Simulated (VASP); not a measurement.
SiC: vibrations by perturbation theory with PBEsol

SiC:

```
Si C
1.0
     0.00000    2.11799    2.11799
     2.11799    0.00000    2.11799
     2.11799    2.11799    0.00000
Si C
1 1
Direct
  0.00000 0.00000 0.00000
  0.75000 0.75000 0.75000
```

```
Program                : VASP 6.6.1
Task                   : vibrations by perturbation theory
Functional             : PBEsol
Potentials or basis    : VASP PAW PBE potentials, release 64 (Si, C)
Cutoff                 : 520 eV
k mesh                 : 12 × 12 × 12
Occupations            : gaussian, width 0.01 eV
Spin                   : no spin polarisation
Dipole correction      : no
Further INCAR settings : ALGO = Normal; EDIFF = 1e-08; NBANDS = 11; IBRION = 8; NSW = 1
```

```yaml
Electronic_dielectric_tensor_diagonal: 6.88
Born_charges_mean_of_the_diagonal: Si +2.76; C -2.76 e
Highest_phonon_frequency_at_Γ_LO-TO_splitting_left_out: 866 cm⁻¹
```

Phonon frequencies in cm⁻¹ (negative: imaginary):
| q point | frequencies |
| --- | --- |
| (0.000, 0.000, 0.000) | 0 0 0 866 866 866 |

Electronic dielectric tensor:
```
6.88 0.00 0.00
0.00 6.88 0.00
0.00 0.00 6.88
```

Born effective charge tensors (e):
atom 1, Si
```
2.76 0.00 0.00
0.00 2.76 0.00
0.00 0.00 2.76
```
atom 2, C
```
-2.76  0.00  0.00
 0.00 -2.76  0.00
 0.00  0.00 -2.76
```

Wall time 3.7 min on 1 thread of Intel(R) Xeon(R) Platinum 8259CL CPU @ 2.50GHz (Skylake/Cascade Lake), with other jobs on the host, peak memory 0.25 GiB.

Caveat: the cell wasn't relaxed at this level first, which shifts response properties.
